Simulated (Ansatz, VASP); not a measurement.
**MgH2 in VASP and in Ansatz**

```
CELL_PARAMETERS angstrom
3.27772 0.00000 0.00000
0.00000 3.27772 0.00000
0.00000 0.00000 2.67603
ATOMIC_POSITIONS crystal
Mg 0.00000 0.00000 0.00000
H 0.50000 0.00000 0.50000
H 0.00000 0.50000 0.50000
```

Change from the starting cell: ordered vacancies on the cation sites of caesium chloride (P4/mmm, No. 123).

Alike in both runs: functional PBE; k mesh 14 × 14 × 18; occupations gaussian, width 0.1 eV; no spin polarisation.

Ansatz relaxed the structure, and its values are those at the end. VASP's run is a single point on that final structure, the one shown.

```csv
,VASP,Ansatz
version,VASP 6.6.1,Ansatz 0.2.0
potentials or method,"VASP PAW PBE potentials, release 64 (Mg, H), cutoff 520 eV","scalar-relativistic, plane waves, PAW"
valence electrons in the cell,4,12
```

```csv
,VASP,Ansatz,Ansatz less VASP
gap on the k mesh at the Fermi level (eV),none,none,-
pressure (GPa),-0.3,0.0,+0.31
```

A gap of «none» marks a metal or a gap that the smearing closes. VASP's potentials hold 4 valence electrons a cell and Ansatz's 12, so a difference there can come from the potentials and not from the codes.
